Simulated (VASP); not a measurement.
Input of a VASP 6.6.1 run:

The input INCAR:

```
SYSTEM = AgB2
ALGO = Normal
EDIFF = 1E-8
ENCUT = 520
GGA = PS
ISIF = 2
ISMEAR = -1
LASPH = .True.
LCHARG = .False.
LEFG = .True.
LREAL = .False.
LWAVE = .False.
NBANDS = 16
NELM = 60
PREC = Accurate
SIGMA = 0.05
```

Contents of KPOINTS:

```
k-points
0
Gamma
  16 16 13
  0 0 0
```

POSCAR

```
AgB2
1.0
    2.9594561075      0.0000000000      0.0000000000
   -1.4797280538      2.5629641705      0.0000000000
    0.0000000000      0.0000000000      3.1962108483
Ag B
1 2
Direct
    0.0000000000      0.0000000000      0.0000000000
    0.3333333333      0.6666666667      0.5000000000
    0.6666666667      0.3333333333      0.5000000000
```

Potentials or basis: VASP PAW PBE potentials, release 64 (Ag, B).

Launch:

```console
$ cat potpaw_PBE.64/Ag/POTCAR potpaw_PBE.64/B/POTCAR > POTCAR
$ mpirun -np 1 vasp_std > vasp.out
```

Task: Estimate the pressure.

Result: 63.1 GPa.

Electric field gradients, principal values (V/Å²):
```csv
atom,least,middle,greatest (by size)
1 Ag,37.981,37.982,-75.963
2 B,-15.323,-15.323,30.647
3 B,-15.323,-15.323,30.647
```

Caveat: without QUAD_EFG the Cq values of the log hold for a quadrupole moment of 1 mb, not for the nuclei; the PAW data sets were made with another functional, which shifts forces and pressure a little.
